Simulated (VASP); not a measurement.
ZnSiP2:

```
Zn P Si
1.0
    -2.70450    2.70450    5.26467
     2.70450   -2.70450    5.26467
     2.70450    2.70450   -5.26467
Zn P Si
2 4 2
Direct
  0.75000 0.25000 0.50000
  0.00000 0.00000 0.00000
  0.14230 0.62500 0.01730
  0.60770 0.12500 0.98270
  0.87500 0.85770 0.48270
  0.37500 0.39230 0.51730
  0.25000 0.75000 0.50000
  0.50000 0.50000 0.00000
```

Base run:

```yaml
Program: VASP 6.6.1
Functional: LDA
Potentials_or_basis: VASP PAW LDA potentials, release 64 (Zn, P, Si)
Cutoff: 500 eV
k_mesh: 7 × 7 × 7
Occupations: fermi-dirac, width 0.05 eV
Spin: no spin polarisation
```

Its results: band gap on the k mesh 1.23 eV; pressure -4.4 GPa; largest force 0.146 eV/Å.

**Question.** The run is repeated on the same cell with these changes: functional from LDA to r2SCAN; potentials or basis from VASP PAW LDA potentials, release 64 (Zn, P, Si) to VASP PAW PBE potentials, release 64 (Zn, P, Si); cutoff from 500 eV to 550 eV. What comes out?

**Answer.** Band gap on the k mesh 1.61 eV; pressure -1.8 GPa; largest force 0.046 eV/Å.

Caveats: the cell stands under tension (at least some runs); the PAW data sets were made with another functional, which shifts forces and pressure a little (at least some runs).

A k mesh can miss the band edges.
